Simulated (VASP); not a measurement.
ZrSi3O8, 12 atoms in the cell. The structure is orthorhombic, space group Pmm2 (No. 25). Conventional cell: a = 3.517 Å, b = 5.776 Å, c = 5.735 Å, α = 90.00°, β = 90.00°, γ = 90.00°. Si (site symmetry m) has 6 O at 1.67 to 2.11 Å within 2.2 Å. Si (site symmetry mm2) has 6 O at 1.65 to 1.99 Å within 2.2 Å. Within 2.2 Å of O (site symmetry m) lie 1 Si at 1.65 Å and 1 Zr at 1.88 Å. Within 2.5 Å of O (site symmetry m) lie 3 Si at 1.85 to 1.99 Å and 1 Zr at 2.38 Å and 4 O at 2.43 to 2.47 Å. O (site symmetry mm2) has 4 Si at 1.82 to 2.11 Å and 5 O at 2.42 to 2.43 Å within 2.5 Å. O (site symmetry mm2) has 2 Si at 1.67 Å within 2.2 Å. O (site symmetry mm2) has 2 Si at 1.99 Å and 2 Zr at 2.03 Å and 5 O at 2.33 to 2.47 Å within 2.6 Å. Within 2.4 Å of O (site symmetry mm2) lie 2 Si at 1.76 Å and 1 O at 2.33 Å. 

| Property | Result |
| --- | --- |
| Program | VASP 6.6.1 |
| Task | single point |
| Functional | PBEsol |
| Potentials or basis | VASP PAW PBE potentials, release 64 (Si, O, Zr_sv) |
| Cutoff | 520 eV |
| k mesh | 6 × 4 × 4 |
| Occupations | fermi-dirac, width 0.02 eV |
| Spin | no spin polarisation |
| Dipole correction | no |
| Further INCAR settings | ALGO = Normal; EDIFF = 1e-06; NBANDS = 48 |

Potentials or basis: VASP PAW PBE potentials, release 64 (Si, O, Zr_sv).

Launch:

```bash
$ cat potpaw_PBE.64/Si/POTCAR potpaw_PBE.64/O/POTCAR potpaw_PBE.64/Zr_sv/POTCAR > POTCAR
$ mpirun -np 1 vasp_std > vasp.out
```

Hardware: 1 thread of Intel(R) Xeon(R) Platinum 8259CL CPU @ 2.50GHz (Skylake/Cascade Lake), on a shared host.

How long does it take, and how much memory?

Wall time 3.9 min on 1 thread of Intel(R) Xeon(R) Platinum 8259CL CPU @ 2.50GHz (Skylake/Cascade Lake) (shared host), peak memory 0.34 GiB. Counts: scf iterations 15, k points 36.
